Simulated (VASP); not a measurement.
## TeRu: single point with r2SCAN

The system is TeRu.

```
CELL_PARAMETERS angstrom
0.00000 2.74619 2.74619
2.74619 0.00000 2.74619
2.74619 2.74619 0.00000
ATOMIC_POSITIONS crystal
Ru 0.50000 0.50000 0.50000
Te 0.00000 0.00000 0.00000
```

This cell differs from its parent crystal: volume scaled by 1.040.

- Program: VASP 6.6.1
- Task: single point
- Functional: r2SCAN
- Potentials or basis: VASP PAW PBE potentials, release 64 (Ru_pv, Te)
- Cutoff: 520 eV
- k mesh: 12 × 12 × 12
- Occupations: gaussian, width 0.05 eV
- Spin: no spin polarisation

```
Pressure               : -4.6 GPa
Band gap on the k mesh : zero (band 10 reaches 9.71 eV, above the bottom of band 11 at 9.04 eV)
```

Levels at points of the mesh, in eV from the Fermi level:
```
           k point  band 7  band 8  band 9  band 10  band 11  band 12  band 13  band 14
(0.00, 0.00, 0.00)   -1.86   -1.57   -1.57    -0.41    -0.41    -0.41     5.41     8.70
(0.50, 0.00, 0.00)   -4.35   -0.81   -0.81    -0.27     4.09     4.38     4.38     6.25
(0.50, 0.50, 0.00)   -2.58   -2.58   -1.06    -0.43    -0.43     0.56     2.66     8.00
```

Wall time 82 s on 1 thread of Intel(R) Xeon(R) 6975P-C (Granite Rapids), with other jobs on the host, peak memory 0.2 GiB.

Caveat: the PAW data sets were made with another functional, which shifts forces and pressure a little; spin-orbit coupling is left out, which moves the levels of the heavy elements.
